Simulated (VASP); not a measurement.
Set up this calculation in VASP 6.6.1, as the native input.

| Quantity | Value |
| --- | --- |
| Task | single point |
| Functional | PBE |
| Potentials or basis | VASP PAW PBE potentials, release 64 (O, H, C) |
| Cutoff | 520 eV |
| k mesh | 1 × 1 × 1 |
| Occupations | fermi-dirac, width 0.05 eV |
| Spin | no spin polarisation |
| Dipole correction | no |
| Further INCAR settings | ALGO = Normal; EDIFF = 1e-06; NBANDS = 37 |

The structure of H8CO6 lies in POSCAR:

```
H8CO6
1.0
    5.7082670000      0.0000000000      0.0000000000
    0.0000000000      5.7082670000      0.0000000000
    0.0000000000      0.0000000000      5.7082670000
O H C
6 8 1
Direct
    0.9144456628      0.7067468988      0.6476571611
    0.3060999074      0.3387543014      0.3953564190
    0.1273416258      0.9067900993      0.1829451916
    0.8202139108      0.4686361027      0.1270788490
    0.4139785332     -0.1849072582      0.6383373448
    0.4684083628      0.1562645896      0.8670056954
    1.0226746577      0.5701905675      0.6660340170
    0.9966772753      0.8398170583      0.5561582876
    0.1605215734      0.3689210753      0.3192562646
    0.3665911213      0.2212405271      0.2871099057
    0.1169882208      0.8313206092      0.0317083977
    0.0084438937      0.8059889280      0.2408261562
    0.7170127116      0.3245993924      0.1738531151
    0.6870911960      0.5718548204      0.0556561212
    0.4377335538      0.0023649910      0.7197280716
```

One way to write it, as run:

INCAR

```
PREC     = Accurate       # precision mode
ENCUT    = 520            # plane-wave cutoff, eV
EDIFF    = 1E-6           # SCF threshold, eV
ISMEAR   = -1             # smearing method
SIGMA    = 0.05           # smearing width, eV
LREAL    = F              # projectors in reciprocal space
LASPH    = T              # aspherical terms in the spheres
NELM     = 120            # most SCF steps
ALGO     = Normal         # electronic algorithm
ISIF     = 2              # what is computed and relaxed
LWAVE    = F              # write WAVECAR
LCHARG   = F              # write CHGCAR
GGA      = PE             # functional
NBANDS   = 37             # bands
GGA_COMPAT= F
```

KPOINTS

```
regular mesh
0
Gamma
  1 1 1
```

Potentials or basis: VASP PAW PBE potentials, release 64 (O, H, C).

The run is started by

```sh
$ cat potpaw_PBE.64/O/POTCAR potpaw_PBE.64/H/POTCAR potpaw_PBE.64/C/POTCAR > POTCAR
$ mpirun -np 1 vasp_gam > vasp.out
```

It gave:

* Pressure: -2.1 GPa
* Largest force: 4.766 eV/Å
* Band gap on the k mesh: 3.72 eV

Caveat: the k points lie up to 1.10 Å⁻¹ apart.

It took 11 s on 1 thread of Intel(R) Xeon(R) Platinum 8559C (Emerald Rapids) (shared host), peak memory 0.24 GiB.
